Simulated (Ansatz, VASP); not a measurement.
## SiO2 in VASP and in Ansatz

```
Si O
1.0
     4.33120    0.00000    0.00000
     0.00000    4.33120    0.00000
     0.00000    0.00000    2.60910
Si O
2 4
Direct
  0.50000 0.50000 0.50000
  0.00000 0.00000 0.00000
  0.69301 0.69301 0.00000
  0.19301 0.80699 0.50000
  0.30699 0.30699 0.00000
  0.80699 0.19301 0.50000
```

Alike in both runs: task single point; functional PBE; k mesh 6 × 6 × 8; occupations gaussian, width 0.05 eV; no spin polarisation.

|  | VASP | Ansatz |
| --- | --- | --- |
| version | VASP 6.6.1 | Ansatz 0.2.0 |
| potentials or method | VASP PAW PBE potentials, release 64 (Si, O), cutoff 520 eV | scalar-relativistic, plane waves, PAW |
| valence electrons in the cell | 32 | 32 |

|  | VASP | Ansatz | Ansatz less VASP |
| --- | --- | --- | --- |
| gap on the k mesh at the Fermi level (eV) | 4.96 | 4.99 | +0.024 |
| least direct gap on the mesh (eV) | 4.96 | 4.99 | +0.024 |
| pressure (GPa) | -0.7 | -1.0 | -0.29 |
| traceless stress, the component that is largest in VASP (GPa) | 15.96 | 15.35 | -0.613 |
| rms of the force components (eV/Å) | 0.226 | 0.241 | +0.0155 |

Atom by atom the forces differ by 0.015 eV/Å (rms over components).
